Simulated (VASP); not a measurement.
Cu, 2 atoms in the cell. It takes space group P6_3/mmc (No. 194, hexagonal). The conventional cell has a = 2.534 Å, b = 2.534 Å, c = 4.113 Å, α = 90.00°, β = 90.00°, γ = 120.00°. Cu (site symmetry -6m2) has 12 Cu at 2.52 to 2.53 Å within 3.3 Å. 

| Property | Result |
| --- | --- |
| Program | VASP 6.6.1 |
| Task | single point |
| Functional | LDA |
| Potentials or basis | VASP PAW LDA potentials, release 64 (Cu) |
| Cutoff | 520 eV |
| k mesh | 10 × 10 × 6 |
| Occupations | gaussian, width 0.05 eV |
| Spin | no spin polarisation |
| Dipole correction | no |
| Further INCAR settings | ALGO = Normal; EDIFF = 1e-06; NBANDS = 18 |

Potentials or basis: VASP PAW LDA potentials, release 64 (Cu).

The run is started by

```console
$ cat potpaw_LDA.64/Cu/POTCAR > POTCAR
$ mpirun -np 1 vasp_std > vasp.out
```

Hardware: 1 thread of Intel(R) Xeon(R) Platinum 8488C (Sapphire Rapids) (shared host).

Estimate the wall time of this run.

It took 12 s on 1 thread of Intel(R) Xeon(R) Platinum 8488C (Sapphire Rapids) (shared host), peak memory 0.13 GiB. Counts: scf iterations 12, k points 56.
